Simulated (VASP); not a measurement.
A run of VASP 6.6.1 is set up as follows.

File POSCAR:

```
AgBr
1.0
    0.0000000000      2.8927622870      2.8927622870
    2.8927622870      0.0000000000      2.8927622870
    2.8927622870      2.8927622870      0.0000000000
Ag Br
1 1
Direct
    0.0000000000      0.0000000000      0.0000000000
    0.5000000000      0.5000000000      0.5000000000
```

File INCAR.step1:

```
PREC = Accurate ; ENCUT = 400
EDIFF = 1E-5 ; ISMEAR = 0
SIGMA = 0.01 ; LREAL = F
LASPH = T ; NELM = 120
ALGO = Normal ; ISIF = 2
LWAVE = T ; LCHARG = F
GGA = PE ; NBANDS = 16
GGA_COMPAT = F
```

INCAR.step2

```
PREC = Accurate ; ENCUT = 400
EDIFF = 1E-6 ; ISMEAR = 0
SIGMA = 0.01 ; LREAL = F
LASPH = T ; NELM = 120
ALGO = Normal ; ISIF = 2
LWAVE = F ; LCHARG = F
GGA = PE ; LHFCALC = T
AEXX = 0.25 ; PRECFOCK = Normal
ISTART = 1 ; NBANDS = 16
GGA_COMPAT = F
```

KPOINTS

```
Automatic mesh
0
Gamma
  6 6 6
```

Potentials or basis: VASP PAW PBE potentials, release 64 (Ag, Br).

Run with:

```sh
$ cat potpaw_PBE.64/Ag/POTCAR potpaw_PBE.64/Br/POTCAR > POTCAR
$ cp INCAR.step1 INCAR
$ mpirun -np 1 vasp_std > vasp.out
$ cp INCAR.step2 INCAR
$ mpirun -np 1 vasp_std > vasp.out
```

Question: Predict the pressure.

Answer: 0.5 GPa.

Question: Estimate the band gap on the k mesh.

Answer: 2.68 eV (least direct gap 4.44 eV).

Caveat: the PAW data sets were made with another functional, which shifts forces and pressure a little. A k mesh can miss the band edges.
